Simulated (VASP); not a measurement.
Crystal: HfO2.

```
Hf O
1.0
     5.23264    0.00000    0.00000
     0.00000    5.23264    0.00000
     0.00000    0.00000    3.52242
Hf O
2 4
Direct
  0.50000 0.50000 0.50000
  0.00000 0.00000 0.00000
  0.19403 0.80597 0.50000
  0.80597 0.19403 0.50000
  0.30597 0.30597 0.00000
  0.69403 0.69403 0.00000
```

- Program: VASP 6.6.1
- Task: relaxation of cell and atoms
- Functional: PBE
- Potentials or basis: VASP PAW PBE potentials, release 64 (Hf_pv, O)
- Cutoff: 600 eV
- k mesh: 4 × 4 × 6
- Occupations: fermi-dirac, width 0.02 eV
- Spin: no spin polarisation

At the start: pressure -31.6 GPa; volume 16.07 Å³/atom.

Q: Where does the relaxation end?

A: Over 10 steps the energy falls by 420.7 meV/atom and the volume is 12.68 Å³/atom (-21.1 %); space group P4_2/mnm (No. 136, to 0.1 Å) before and after.

Step by step:
```
step  energy change (eV)  largest force (eV/Å)  pressure (GPa)  volume (Å³)
   1              0.0000                0.4741          -31.65        96.45
   2              2.7952                3.9930          111.06        58.49
   3             -2.4880                0.2226           -4.14        77.91
   4             -2.5020                0.2960           -1.73        77.04
   5             -2.5036                0.3342           -0.52        76.61
   6             -2.5239                0.0193           -0.04        76.04
   7             -2.5240                0.0036           -0.05        76.07
   8             -2.5240                0.0040           -0.05        76.08
   9             -2.5240                0.0056            0.04        76.04
  10             -2.5240                0.0041            0.00        76.06
```

Final structure:
```yaml
crystal:
  lattice:
    - [4.85754, 0.00000, 0.00000]
    - [0.00000, 4.85754, 0.00000]
    - [0.00000, 0.00000, 3.22353]
  atoms:
    - { symbol: Hf, position: [0.50000, 0.50000, 0.50000] }
    - { symbol: Hf, position: [0.00000, 0.00000, 0.00000] }
    - { symbol: O, position: [0.19474, 0.80526, 0.50000] }
    - { symbol: O, position: [0.80526, 0.19474, 0.50000] }
    - { symbol: O, position: [0.30526, 0.30526, 0.00000] }
    - { symbol: O, position: [0.69474, 0.69474, 0.00000] }
```

Caveat: the volume moved by over 15 % at a fixed basis, so the end points are rough.
